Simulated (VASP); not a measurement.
A run of VASP 6.6.1:

The input INCAR:

```
SYSTEM = B4PdRu2
  ALGO = Normal
  EDIFF = 1E-6
  ENCUT = 520
  GGA = PE
  ISIF = 2
  ISMEAR = 0
  LASPH = .TRUE.
  LCHARG = .FALSE.
  LREAL = .FALSE.
  LWAVE = .FALSE.
  NBANDS = 34
  NELM = 80
  PREC = Accurate
  SIGMA = 0.1
```

Contents of KPOINTS:

```
k-points
0
G
  12 12 4
  0 0 0
```

Contents of POSCAR:

```
B4PdRu2
1.0
    2.8940849810      0.0000000000      0.0000000000
   -1.4470424905      2.5063511142      0.0000000000
    0.0000000000      0.0000000000      9.6098148195
B Ru Pd
4 2 1
Direct
    0.3333333333      0.6666666667      0.5423294079
    0.6666666667      0.3333333333      0.6106118679
    0.6666666667      0.3333333333      0.1531910176
    0.3333333333      0.6666666667      0.2331241321
    0.6666666667      0.3333333333      0.3833447863
    0.3333333333      0.6666666667      0.0150945250
    0.0000000000      0.0000000000      0.7653042633
```

Potentials or basis: VASP PAW PBE potentials, release 64 (B, Ru_pv, Pd).

Run with:

```console
$ cat potpaw_PBE.64/B/POTCAR potpaw_PBE.64/Ru_pv/POTCAR potpaw_PBE.64/Pd/POTCAR > POTCAR
$ mpirun -np 1 vasp_std > vasp.out
```

Hardware: 1 thread of Intel Xeon 6975P-C, on a shared host.

Question: How long does it take, and how much memory?

Answer: It took 2.9 min on 1 thread of Intel Xeon 6975P-C, with other jobs on the host, peak memory 0.3 GiB. Counts: scf iterations 16, k points 69.
